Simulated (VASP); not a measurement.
A run of VASP 6.6.1 is set up as follows.

File INCAR:

```
SYSTEM = Rh
PREC = Accurate
ENCUT = 520
EDIFF = 1E-6
ISMEAR = 0
SIGMA = 0.1
LREAL = .FALSE.
LASPH = .TRUE.
NELM = 60
ALGO = Fast
ISIF = 2
LWAVE = .FALSE.
LCHARG = .FALSE.
GGA = PE
NBANDS = 22
```

KPOINTS

```
regular mesh
0
G
  9 9 18
  0 0 0
```

Contents of POSCAR:

```
Rh
1.0
    3.9364226094      0.0000000000      0.0000000000
    0.0000000000      3.9364226094      0.0000000000
   -1.9682113047      0.0000000000      1.8695737594
Rh
2
Direct
    0.0000000000      0.0000000000      0.0000000000
    0.5000000000      0.5000000000      0.0000000000
```

Potentials or basis: VASP PAW PBE potentials, release 64 (Rh_pv).

Launch:

```bash
$ cat potpaw_PBE.64/Rh_pv/POTCAR > POTCAR
$ mpirun -np 1 vasp_std > vasp.out
```

Problem. Predict the pressure.

Solution. -7.0 GPa.

Problem. Estimate the band gap on the k mesh.

Solution. Zero (bands 15 and 16 overlap by 2.05 eV).

Stress tensor (GPa, compression positive):
```
-10.39   0.00   0.00
  0.00 -10.39   0.00
  0.00   0.00  -0.08
```

Caveat: the stress differs along the axes, from -10 to -0 GPa.
